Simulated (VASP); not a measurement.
# BaTiO3 in VASP: a series of runs

BaTiO3 is run at these levels: r2SCAN+U; tasks: single point, relaxation of the atoms.

Everything below comes from runs of VASP 6.6.1. Logs are shortened: lines on timing, memory, paths and dates and some standing lists are left out, and cuts for length are marked.

## 1. The cell of the first run

The structure is trigonal, space group R3m (No. 160). The conventional cell has a = 5.674 Å, b = 5.674 Å, c = 6.963 Å, α = 90.00°, β = 90.00°, γ = 120.00°. Within 3.7 Å of Ba (site symmetry 3m) lie 12 O at 2.80 to 2.89 Å and 8 Ti at 3.43 to 3.54 Å. Ti (site symmetry 3m) has 6 O at 1.92 to 2.09 Å within 2.6 Å. O (site symmetry m) has 2 Ti at 1.92 to 2.09 Å within 2.6 Å.

## 2. Single point, r2SCAN+U

Contents of POSCAR:

```
BaTiO3
1.0
    2.8368574790      1.6378604291      2.3209152999
   -2.8368574790      1.6378604291      2.3209152999
    0.0000000000     -3.2757208583      2.3209152999
Ba Ti O
1 1 3
Direct
   -0.0015516603     -0.0015516603     -0.0015516603
    0.5061941581      0.5061941581      0.5061941581
    0.4907343279      0.9849898463      0.4907343279
    0.4907343279      0.4907343279      0.9849898463
    0.9849898463      0.4907343279      0.4907343279
```

Contents of INCAR.step1:

```
  PREC = Accurate
  ENCUT = 520
  ISMEAR = 0
  SIGMA = 0.02
  LREAL = False
  LASPH = True
  NELM = 150
  LMAXMIX = 4
  LDAU = True
  LDAUTYPE = 2
  LDAUL = -1 2 -1
  LDAUU = 0 4 0
  LDAUJ = 0 0 0
  NBANDS = 28
  GGA = PE
  ALGO = Normal
  EDIFF = 1E-4
  LWAVE = True
  LCHARG = False
```

Contents of INCAR.step2:

```
  PREC = Accurate
  ENCUT = 520
  EDIFF = 1E-7
  ISMEAR = 0
  SIGMA = 0.02
  LREAL = False
  LASPH = True
  NELM = 150
  ALGO = Normal
  ISIF = 2
  LWAVE = False
  LCHARG = True
  LMAXMIX = 4
  LDAU = True
  LDAUTYPE = 2
  LDAUL = -1 2 -1
  LDAUU = 0 4 0
  LDAUJ = 0 0 0
  LDAUPRINT = 1
  METAGGA = R2SCAN
  LMIXTAU = True
  LELF = True
  LVHAR = True
  NBANDS = 28
  ISTART = 1
```

Contents of KPOINTS:

```
regular mesh
0
Gamma
  6 6 6
```

Potentials or basis: VASP PAW PBE potentials, release 64 (Ba_sv, Ti_sv, O).

Launch:

```sh
cat potpaw_PBE.64/Ba_sv/POTCAR potpaw_PBE.64/Ti_sv/POTCAR potpaw_PBE.64/O/POTCAR > POTCAR
cp INCAR.step1 INCAR
mpirun -np 1 vasp_std > vasp.out
cp INCAR.step2 INCAR
mpirun -np 1 vasp_std > vasp.out
```

OUTCAR:

```text
PREC = Accurate
   ENCUT = 520
   EDIFF = 1E-7
   ISMEAR = 0
   LREAL = False
   LASPH = True
   NELM = 150
   ISIF = 2
   METAGGA = R2SCAN
   ISTART = 1

 ion  position               nearest neighbor table
   1  0.998  0.998  0.998-   4 2.80   3 2.80   5 2.80   5 2.84   3 2.84   3 2.84   5 2.84   4 2.84
                             4 2.84   4 2.89   3 2.89   5 2.89   2 3.43   2 3.46   2 3.46   2 3.46
   2  0.506  0.506  0.506-   3 1.92   5 1.92   4 1.92   3 2.09   5 2.09   4 2.09   1 3.43   1 3.46
                             1 3.46   1 3.46   1 3.49   1 3.49   1 3.49   1 3.54
   3  0.491  0.985  0.491-   2 1.92   2 2.09   1 2.80   1 2.84   1 2.84   1 2.89
   4  0.491  0.491  0.985-   2 1.92   2 2.09   1 2.80   1 2.84   1 2.84   1 2.89
   5  0.985  0.491  0.491-   2 1.92   2 2.09   1 2.80   1 2.84   1 2.84   1 2.89

  LATTYP: Found a trigonal (rhomboedric) cell.
 ALAT       =     4.0145977346
 COS(alpha) =     0.0013323984

  Lattice vectors:

 A1 = (   2.8368574790,   1.6378604291,   2.3209152999)
 A2 = (  -2.8368574790,   1.6378604291,   2.3209152999)
 A3 = (   0.0000000000,  -3.2757208583,   2.3209152999)

Analysis of symmetry for initial positions (statically):
=====================================================================
 Subroutine PRICEL returns:
 Original cell was already a primitive cell.

 Routine SETGRP: Setting up the symmetry group for a
 trigonal (rhombohedral) supercell.

 Subroutine GETGRP returns: Found  6 space group operations
 (whereof  6 operations were pure point group operations)
 out of a pool of 12 trial point group operations.

The static configuration has the point symmetry C_3v.

Analysis of symmetry for dynamics (positions and initial velocities):
=====================================================================
 Subroutine PRICEL returns:
 Original cell was already a primitive cell.

 Routine SETGRP: Setting up the symmetry group for a
 trigonal (rhombohedral) supercell.

 Subroutine GETGRP returns: Found  6 space group operations
 (whereof  6 operations were pure point group operations)
 out of a pool of 12 trial point group operations.

The dynamic configuration has the point symmetry C_3v.

 Subroutine INISYM returns: Found  6 space group operations
 (whereof  6 operations are pure point group operations),
 and found     1 'primitive' translations

----------------------------------------------------------------------------------------

                                     Primitive cell

  volume of cell :      64.7031

  direct lattice vectors                    reciprocal lattice vectors
     2.836857479  1.637860429  2.320915300     0.176251364  0.101758772  0.143621499
    -2.836857479  1.637860429  2.320915300    -0.176251364  0.101758772  0.143621499
     0.000000000 -3.275720858  2.320915300     0.000000000 -0.203517545  0.143621499

  length of vectors
     4.014597735  4.014597735  4.014597735     0.249091401  0.249091401  0.249091401

  position of ions in fractional coordinates (direct lattice)
     0.998448340  0.998448340  0.998448340
     0.506194158  0.506194158  0.506194158
     0.490734328  0.984989846  0.490734328
     0.490734328  0.490734328  0.984989846
     0.984989846  0.490734328  0.490734328

  ion indices of the primitive-cell ions
   primitive index   ion index
                 1           1
                 2           2
                 3           3
                 4           4
                 5           5

----------------------------------------------------------------------------------------

 KPOINTS: regular mesh

Automatic generation of k-mesh.
 Grid dimensions read from file:
 generate k-points for:    6    6    6

 Generating k-lattice:

  Cartesian coordinates                     Fractional coordinates (reciprocal lattice)
     0.029375227  0.016959795  0.023936916     0.166666667 -0.000000000 -0.000000000
    -0.029375227  0.016959795  0.023936916    -0.000000000  0.166666667 -0.000000000
     0.000000000 -0.033919591  0.023936916    -0.000000000 -0.000000000  0.166666667

  Length of vectors
     0.041515233  0.041515233  0.041515233

  Shift w.r.t. Gamma in fractional coordinates (k-lattice)
     0.000000000  0.000000000  0.000000000

 Subroutine IBZKPT returns following result:
 ===========================================

 Found     32 irreducible k-points:

 Following reciprocal coordinates:
            Coordinates               Weight
  0.000000  0.000000  0.000000      1.000000
  0.166667 -0.000000 -0.000000      6.000000
  0.333333 -0.000000 -0.000000      6.000000
  0.500000 -0.000000  0.000000      3.000000
  0.166667  0.166667 -0.000000      6.000000
  0.333333  0.166667 -0.000000     12.000000
[... 16 lines left out ...]
  0.500000  0.500000  0.166667      6.000000
 -0.333333  0.500000  0.166667     12.000000
 [... further k-points ...]
   k-points           NKPTS =     32   k-points in BZ     NKDIM =     32   number of bands    NBANDS=     28
   number of dos      NEDOS =    301   number of ions     NIONS =      5
   total plane-waves  NPLWV =  27000
   dimension x,y,z NGX =    30 NGY =   30 NGZ =   30
   dimension x,y,z NGXF=    60 NGYF=   60 NGZF=   60
   ions per type =               1   1   3
   NGX,Y,Z   is equivalent  to a cutoff of  12.42, 12.42, 12.42 a.u.
   NGXF,Y,Z  is equivalent  to a cutoff of  24.85, 24.85, 24.85 a.u.
 SYSTEM =  unknown system
   PREC   = accura    normal or accurate (medium, high low for compatibility)
   ISTART =      1    job   : 0-new  1-cont  2-samecut
   ICHARG =      0    charge: 1-file 2-atom 10-const
   ISPIN  =      1    spin polarized calculation?
   LNONCOLLINEAR =      F non collinear calculations
   LSORBIT =      F    spin-orbit coupling
   LASPH  =      T    aspherical Exc in radial PAW
   ENCUT  =  520.0 eV  38.22 Ry    6.18 a.u.   7.46  7.46  7.46*2*pi/ulx,y,z
   NELM   =    150;   NELMIN=  2; NELMDL=  0     # of ELM steps
   EDIFF  = 0.1E-06   stopping-criterion for ELM
   LREAL  =      F    real-space projection
   EDIFFG = 0.1E-05   stopping-criterion for IOM
   NSW    =      0    number of steps for IOM
   IBRION =     -1    ionic relax: 0-MD 1-quasi-New 2-CG
   NFREE  =      0    steps in history (QN), initial steepest desc. (CG)
   ISIF   =      2    stress and relaxation
   ISYM   =      2    0-nonsym 1-usesym 2-fastsym
   POTIM  = 0.5000    time-step for ionic-motion
   TEBEG  =    0.0;   TEEND  =   0.0 temperature during run
   PSTRESS=    0.0 pullay stress
   NELECT =      40.0000    total number of electrons
   NUPDOWN=      -1.0000    fix difference up-down
   EMIN   =  10.00;   EMAX   =-10.00  energy-range for DOS
   EFERMI =   0.00;   METHOD = LEGACY
   ISMEAR =     0;   SIGMA  =   0.02  broadening in eV -4-tet -1-fermi 0-gaus
   EFERMI_NEDOS =   21; number of points for ismear=-14 and -15
   IALGO  =     38    algorithm
   IMIX   =      4    mixing-type and parameters
     AMIX     =   0.40;   BMIX     =  1.00
     AMIX_MAG =   1.60;   BMIX_MAG =  1.00
  volume/ion in A,a.u.               =      12.94        87.33
  Fermi-wavevector in a.u.,A,eV,Ry     =   1.394611  2.635433 26.462524  1.944941
  Thomas-Fermi vector in A             =   2.518144
   LORBIT       =      0    0 simple, 1 ext, 2 COOP (PROOUT), +10 PAW based schemes
 LDA+U is selected, type is set to LDAUTYPE =  2
   angular momentum for each species LDAUL =    -1    2   -1
   U (eV)           for each species LDAUU =   0.0  4.0  0.0
   J (eV)           for each species LDAUJ =   0.0  0.0  0.0
   METAGGA = R2SCAN    functional components
   LHFCALC =     F    Hartree Fock is set to
   AEXX    =    0.0000 exact exchange contribution
   IVDW    =     0    specifies the selected vdW correction
   LEPSILON=     F    determine dielectric tensor
   LRPA    =     F    only Hartree local field effects (RPA)
 non-spin polarized calculation
 Gauss-broadening in eV      SIGMA  =   0.02
  energy-cutoff  :      520.00
  volume of cell :       64.70
 maximum number of plane-waves:      1763
 NGX is ok and might be reduce to    30
   NGX = 15   NGY = 15   NGZ = 15

atom =   2  type =  2  l = 2

 onsite density matrix

spin component  1

  0.1481 -0.0000  0.0000  0.0660  0.0000
 -0.0000  0.1873 -0.0000  0.0000  0.0660
  0.0000 -0.0000  0.0981  0.0000 -0.0000
  0.0660  0.0000  0.0000  0.1873 -0.0000
  0.0000  0.0660 -0.0000 -0.0000  0.1481

spin component  2

  0.1481 -0.0000  0.0000  0.0660  0.0000
 -0.0000  0.1873 -0.0000  0.0000  0.0660
  0.0000 -0.0000  0.0981  0.0000 -0.0000
  0.0660  0.0000  0.0000  0.1873 -0.0000
  0.0000  0.0660 -0.0000 -0.0000  0.1481

 occupancies and eigenvectors

  o =  0.0981  v =  0.0000  0.0000 -1.0000  0.0000 -0.0000  0.0000  0.0000  0.0000  0.0000  0.0000      0.0000  0.0000  0.0000  0.0000  0.0000  0.0000  0.0000  0.0000  0.0000  0.0000
  o =  0.0981  v =  0.0000  0.0000  0.0000  0.0000  0.0000  0.0000  0.0000 -1.0000  0.0000 -0.0000      0.0000  0.0000  0.0000  0.0000  0.0000  0.0000  0.0000  0.0000  0.0000  0.0000
  o =  0.0988  v =  0.0000  0.5980  0.0000  0.0000 -0.8015  0.0000  0.0000  0.0000  0.0000  0.0000      0.0000  0.0000  0.0000  0.0000  0.0000  0.0000  0.0000  0.0000  0.0000  0.0000
  o =  0.0988  v =  0.0000  0.0000  0.0000  0.0000  0.0000  0.0000  0.5980  0.0000  0.0000 -0.8015      0.0000  0.0000  0.0000  0.0000  0.0000  0.0000  0.0000  0.0000  0.0000  0.0000
  o =  0.0988  v =  0.0000  0.0000  0.0000  0.0000  0.0000 -0.8015  0.0000  0.0000  0.5980  0.0000      0.0000  0.0000  0.0000  0.0000  0.0000  0.0000  0.0000  0.0000  0.0000  0.0000
  o =  0.0988  v = -0.8015  0.0000  0.0000  0.5980  0.0000  0.0000  0.0000  0.0000  0.0000  0.0000      0.0000  0.0000  0.0000  0.0000  0.0000  0.0000  0.0000  0.0000  0.0000  0.0000
  o =  0.2366  v =  0.5980  0.0000  0.0000  0.8015  0.0000  0.0000  0.0000  0.0000  0.0000  0.0000      0.0000  0.0000  0.0000  0.0000  0.0000  0.0000  0.0000  0.0000  0.0000  0.0000
  o =  0.2366  v =  0.0000  0.0000  0.0000  0.0000  0.0000  0.5980  0.0000  0.0000  0.8015  0.0000      0.0000  0.0000  0.0000  0.0000  0.0000  0.0000  0.0000  0.0000  0.0000  0.0000
  o =  0.2366  v =  0.0000  0.8015 -0.0000 -0.0000  0.5980  0.0000  0.0000  0.0000  0.0000  0.0000      0.0000  0.0000  0.0000  0.0000  0.0000  0.0000  0.0000  0.0000  0.0000  0.0000
  o =  0.2366  v =  0.0000  0.0000  0.0000  0.0000  0.0000  0.0000  0.8015 -0.0000 -0.0000  0.5980      0.0000  0.0000  0.0000  0.0000  0.0000  0.0000  0.0000  0.0000  0.0000  0.0000

 number of electron      40.0000009 magnetization

 Free energy of the ion-electron system (eV)
  ---------------------------------------------------
  ext. energy  EPLUGINS =         0.00000000
  ---------------------------------------------------
  free energy    TOTEN  =       -71.63808362 eV

  energy without entropy =      -71.63808362  energy(sigma->0) =      -71.63808362

 E-fermi :   3.7369     XC(G=0): -11.8658

 val. band max:        3.5700034693   @ k =   0.5000   0.5000   0.5000
 cond. band min:       6.4664379145   @ k =   0.0000   0.0000   0.0000
 fundamental gap:      2.8964344452
 Fermi energy:         3.7369047958

 k-point     1 :       0.0000    0.0000    0.0000
  band No.  band energies     occupation
      1     -56.2535      2.00000
      2     -31.3747      2.00000
      3     -31.3705      2.00000
      4     -31.3705      2.00000
      5     -21.9219      2.00000
      6     -14.2997      2.00000
[... 20 lines left out ...]
     27       9.1486      0.00000
     28      11.6912      0.00000

 k-point     2 :       0.1667   -0.0000   -0.0000
  band No.  band energies     occupation
      1     -56.2532      2.00000
      2     -31.3844      2.00000
      3     -31.3726      2.00000
      4     -31.3701      2.00000
      5     -21.8917      2.00000
      6     -14.3160      2.00000
[... 674 lines left out ...]
 k-point    24 :      -0.3333    0.5000    0.1667
  band No.  band energies     occupation
      1     -56.2515      2.00000
      2     -31.4178      2.00000
      3     -31.4051      2.00000
      4     -31.3806      2.00000
      5     -21.7217      2.00000
      6     -13.9934      2.00000
[... 20 lines left out ...]
     27      12.3257      0.00000
     28      12.8125      0.00000

 [... further k-points ...]

------------------------ aborting loop because EDIFF is reached ----------------------------------------

  FORCE on cell =-STRESS in cart. coord.  units (eV):
  Direction    XX          YY          ZZ          XY          YZ          ZX
  --------------------------------------------------------------------------------------
  -------------------------------------------------------------------------------------
  Total        1.6021306      1.6021306      1.4844958      0.0000000     -0.0000000     -0.0000000
  in kB       39.6719502     39.6719502     36.7590775      0.0000000     -0.0000000     -0.0000000
  external PRESSURE =      38.7009926 kB  Pullay stress =       0.0000000 kB

 VOLUME and BASIS-vectors are now :
 -----------------------------------------------------------------------------
  energy-cutoff  :      520.00
  volume of cell :       64.70
      direct lattice vectors                 reciprocal lattice vectors
     2.836857479  1.637860429  2.320915300     0.176251364  0.101758772  0.143621499
    -2.836857479  1.637860429  2.320915300    -0.176251364  0.101758772  0.143621499
     0.000000000 -3.275720858  2.320915300     0.000000000 -0.203517545  0.143621499

 POSITION                                       TOTAL-FORCE (eV/Angst)
 -----------------------------------------------------------------------------------
      0.00000     -0.00000      6.95194         0.000000      0.000000     -0.020067
      0.00000     -0.00000      3.52450         0.000000      0.000000     -0.537134
     -1.40213      0.80952      4.56398        -0.222056      0.128204      0.185734
      0.00000     -1.61904      4.56398         0.000000     -0.256408      0.185734
      1.40213      0.80952      4.56398         0.222056      0.128204      0.185734
 -----------------------------------------------------------------------------------
    total drift:                               -0.000000     -0.000007     -0.004257

  FREE ENERGIE OF THE ION-ELECTRON SYSTEM (eV)
  ---------------------------------------------------
  free  energy   TOTEN  =       -71.6380836186 eV

  energy  without entropy=      -71.6380836186  energy(sigma->0) =      -71.63808362
```

It took 5.5 min on 1 thread of Intel Xeon 8259CL, shared host; peak memory 0.21 GiB.

Results:

```
Free energy            : -71.6381 eV
Pressure               : 3.9 GPa
Largest force          : 0.537 eV/Å
Band gap on the k mesh : 2.90 eV (least direct gap 3.20 eV)
```

Forces on the atoms (eV/Å):
```
Ba   0.000  0.000 -0.020
Ti   0.000  0.000 -0.537
O   -0.222  0.128  0.186
O    0.000 -0.256  0.186
O    0.222  0.128  0.186
```

Levels at points of the mesh, in eV from the valence-band top:
| k point | band 18 | band 19 | band 20 | band 21 | band 22 | band 23 |
| --- | --- | --- | --- | --- | --- | --- |
| (0.00, 0.00, 0.00) | -0.34 | -0.30 | -0.30 | 2.90 | 2.90 | 2.94 |
| (0.50, 0.00, 0.00) | -1.65 | -0.90 | -0.86 | 3.08 | 4.42 | 4.43 |
| (0.50, 0.50, 0.00) | -0.91 | -0.89 | -0.09 | 4.47 | 4.48 | 4.89 |
| (0.50, 0.50, 0.50) | -0.01 | -0.01 | 0.00 | 5.07 | 5.13 | 5.13 |

Eigenvalues of the final occupation matrices:
```csv
site,spin,trace,eigenvalues
site 2 d,1,0.77,0.10 0.10 0.10 0.24 0.24
site 2 d,2,0.77,0.10 0.10 0.10 0.24 0.24
```

Caveat: the cell stands under pressure; the PAW data sets were made with another functional, which shifts forces and pressure a little; spin-orbit coupling is left out, which moves the levels of the heavy elements.

## 3. Relaxation of the atoms, r2SCAN+U (equal strain along all axes, cell held: -4.5 %)

Contents of POSCAR:

```
BaTiO3
1.0
    2.7091988951      1.5641567114      2.2164741151
   -2.7091988951      1.5641567114      2.2164741151
    0.0000000000     -3.1283134228      2.2164741150
Ba Ti O
1 1 3
Direct
   -0.0057724704     -0.0057724704     -0.0057724704
    0.4942261982      0.4942261982      0.4942261982
    0.4942132635      0.9942207452      0.4942132635
    0.4942132635      0.4942132635      0.9942207452
    0.9942207452      0.4942132635      0.4942132635
```

Contents of INCAR.step1:

```
  PREC = Accurate
  ENCUT = 580
  ISMEAR = 0
  SIGMA = 0.02
  LREAL = False
  LASPH = True
  NELM = 200
  LMAXMIX = 4
  LDAU = True
  LDAUTYPE = 2
  LDAUL = -1 2 -1
  LDAUU = 0 4 0
  LDAUJ = 0 0 0
  GGA = PE
  ALGO = Normal
  EDIFF = 1E-5
  LWAVE = True
  LCHARG = False
  GGA_COMPAT = False
  IBRION = 2
  EDIFFG = -0.01
  NELMIN = 4
  NSW = 100
  KPAR = 4
```

Contents of INCAR.step2:

```
  PREC = Accurate
  ENCUT = 580
  EDIFF = 1E-7
  ISMEAR = 0
  SIGMA = 0.02
  LREAL = False
  LASPH = True
  NELM = 200
  ALGO = Normal
  ISIF = 2
  LWAVE = False
  LCHARG = False
  LMAXMIX = 4
  LDAU = True
  LDAUTYPE = 2
  LDAUL = -1 2 -1
  LDAUU = 0 4 0
  LDAUJ = 0 0 0
  LDAUPRINT = 1
  METAGGA = R2SCAN
  LMIXTAU = True
  IBRION = 2
  NSW = 60
  EDIFFG = -0.008
  ISTART = 1
  GGA_COMPAT = False
  NELMIN = 4
  KPAR = 4
```

KPOINTS is that of step 2.

Potentials or basis: VASP PAW PBE potentials, release 64 (Ba_sv, Ti_sv, O).

Launch:

```sh
cat potpaw_PBE.64/Ba_sv/POTCAR potpaw_PBE.64/Ti_sv/POTCAR potpaw_PBE.64/O/POTCAR > POTCAR
cp INCAR.step1 INCAR
mpirun -np 4 vasp_std > vasp.out
cp INCAR.step2 INCAR
mpirun -np 4 vasp_std > vasp.out
```

It took 3.6 min on 4 MPI ranks of AMD EPYC 7R43 (Zen 3), shared host; peak memory 0.17 GiB.

The run converged. Its results:

* Free energy: -70.7423 eV
* Energy gained by relaxing: 0.0 meV/atom
* Ionic steps: 2
* Pressure after relaxing: 37.1 GPa
* Largest force after relaxing: 0.006 eV/Å
* Band gap on the k mesh: 3.00 eV (least direct gap 3.04 eV)

Forces in eV/Å, atoms in the order of the input:
```
Ba   0.000  0.000 -0.002
Ti   0.000  0.000  0.006
O   -0.002  0.001 -0.001
O    0.000 -0.002 -0.001
O    0.002  0.001 -0.001
```

Stress tensor (GPa, compression positive):
```
37.28  0.00  0.00
 0.00 37.28  0.00
 0.00  0.00 36.60
```

Final structure:
```
CELL_PARAMETERS angstrom
2.70920 1.56416 2.21647
-2.70920 1.56416 2.21647
0.00000 -3.12831 2.21647
ATOMIC_POSITIONS crystal
Ba 0.99416 0.99416 0.99416
Ti 0.49432 0.49432 0.49432
O 0.49417 0.99427 0.49417
O 0.49417 0.49417 0.99427
O 0.99427 0.49417 0.49417
```

Levels at points of the mesh, in eV from the valence-band top:
| k point | band 18 | band 19 | band 20 | band 21 | band 22 | band 23 |
| --- | --- | --- | --- | --- | --- | --- |
| (0.00, 0.00, 0.00) | -0.05 | -0.04 | -0.04 | 3.00 | 3.00 | 3.01 |
| (0.50, 0.00, 0.00) | -1.85 | -0.81 | -0.79 | 3.26 | 5.13 | 5.13 |
| (0.50, 0.50, 0.00) | -0.79 | -0.78 | -0.11 | 5.16 | 5.16 | 5.66 |
| (0.50, 0.50, 0.50) | 0.00 | 0.00 | 0.00 | 6.01 | 6.01 | 6.02 |

Eigenvalues of the final occupation matrices:
```
    site  spin  trace               eigenvalues
site 2 d     1   0.84  0.10 0.10 0.10 0.26 0.26
site 2 d     2   0.84  0.10 0.10 0.10 0.26 0.26
```

Caveat: the cell differs from its parent crystal (equal strain along all axes, cell held: -4.5 %); the PAW data sets were made with another functional, which shifts forces and pressure a little; spin-orbit coupling is left out, which moves the levels of the heavy elements.
